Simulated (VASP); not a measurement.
# Ta: single point with PBE

The system is Ta, a slab with vacuum.

```xyz
5
Lattice="3.3196 0.0000 0.0000 0.0000 3.3196 0.0000 0.0000 0.0000 22.6391" Properties=species:S:1:pos:R:3 pbc="T T T"
Ta    0.0000    0.0000    8.1959
Ta    1.6598    1.6598    9.6354
Ta    0.0000    0.0000   11.3195
Ta    1.6598    1.6598   13.0037
Ta    0.0000    0.0000   14.4432
```

```yaml
Program: VASP 6.6.1
Task: single point
Functional: PBE
Potentials_or_basis: VASP PAW PBE potentials, release 64 (Ta_pv)
Cutoff: 520 eV
k_mesh: 12 × 12 × 1
Occupations: fermi-dirac, width 0.08 eV
Spin: no spin polarisation
Dipole_correction: yes
Electric_field_eV/Å: -0.5 eV/Å
Further_INCAR_settings: ALGO = Normal; EDIFF = 1e-06; NBANDS = 36; EFIELD = -0.5
```

| Property | Result |
| --- | --- |
| Largest force | 0.040 eV/Å |
| Band gap on the k mesh | zero (an odd number of electrons rules out a gap without spin polarisation) |

Forces on the atoms (eV/Å):
```
Ta   0.000  0.000 -0.040
Ta   0.000  0.000  0.025
Ta   0.000  0.000  0.011
Ta   0.000  0.000  0.025
Ta   0.000  0.000 -0.021
```

Levels at points of the mesh, in eV from the Fermi level:
| k point | band 24 | band 25 | band 26 | band 27 | band 28 | band 29 | band 30 | band 31 | band 32 | band 33 |
| --- | --- | --- | --- | --- | --- | --- | --- | --- | --- | --- |
| (0.00, 0.00, 0.00) | -0.14 | 0.16 | 0.43 | 0.56 | 0.56 | 0.73 | 0.73 | 0.94 | 1.09 | 1.09 |
| (0.50, 0.00, 0.00) | -1.06 | -0.71 | -0.65 | -0.58 | -0.46 | 0.64 | 1.04 | 1.45 | 2.14 | 2.33 |
| (0.50, 0.50, 0.00) | -1.38 | -1.07 | -1.07 | -0.18 | -0.18 | 1.96 | 1.96 | 2.40 | 2.40 | 2.52 |

Wall time 7.7 min on 1 thread of Intel(R) Xeon(R) Platinum 8488C (Sapphire Rapids), on a shared host, peak memory 0.43 GiB.

Caveat: spin-orbit coupling is left out, which moves the levels of the heavy elements.
